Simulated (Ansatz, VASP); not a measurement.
## CdClO: VASP beside Ansatz

```
Cd Cl O
1.0
     3.81177    0.00000    0.00000
    -1.90589    3.30109    0.00000
     0.00000    0.00000    9.56256
Cd Cl O
2 2 2
Direct
  0.69036 0.35361 0.02375
  0.33352 0.65981 0.52132
  0.65930 0.32808 0.34074
  0.32380 0.66592 0.84373
  0.98813 0.98128 0.07938
  0.00258 0.01604 0.57620
```

Change from the starting cell: atoms moved at random, drawn with an rms of 0.05 Å.

Alike in both runs: task single point; functional PBE; k mesh 8 × 8 × 3; occupations fermi-dirac, width 0.05 eV; no spin polarisation.

|  | VASP | Ansatz |
| --- | --- | --- |
| version | VASP 6.6.1 | Ansatz 0.2.0 |
| potentials or method | VASP PAW PBE potentials, release 64 (Cd, Cl, O) | Ansatz PAW |
| plane-wave cutoff (eV) | 520 | 420 |
| valence electrons in the cell | 50 | 66 |

Ansatz gave:

| Property | Result |
| --- | --- |
| gap on the k mesh at the Fermi level (eV) | none |
| pressure (GPa) | -1.7 |
| traceless stress, the component that is largest in VASP (GPa) | -1.72 |
| rms of the force components (eV/Å) | 0.271 |

**Question.** What did VASP give for the same quantities?

**Answer.** gap on the k mesh at the Fermi level (eV): none; pressure (GPa): -1.2; traceless stress, the component that is largest in VASP (GPa): -1.74; rms of the force components (eV/Å): 0.301.

Atom by atom the forces differ by 0.034 eV/Å (rms over components). A gap of «none» marks a metal or a gap that the smearing closes. VASP's potentials hold 50 valence electrons a cell and Ansatz's 66, so a difference there can come from the potentials and not from the codes.
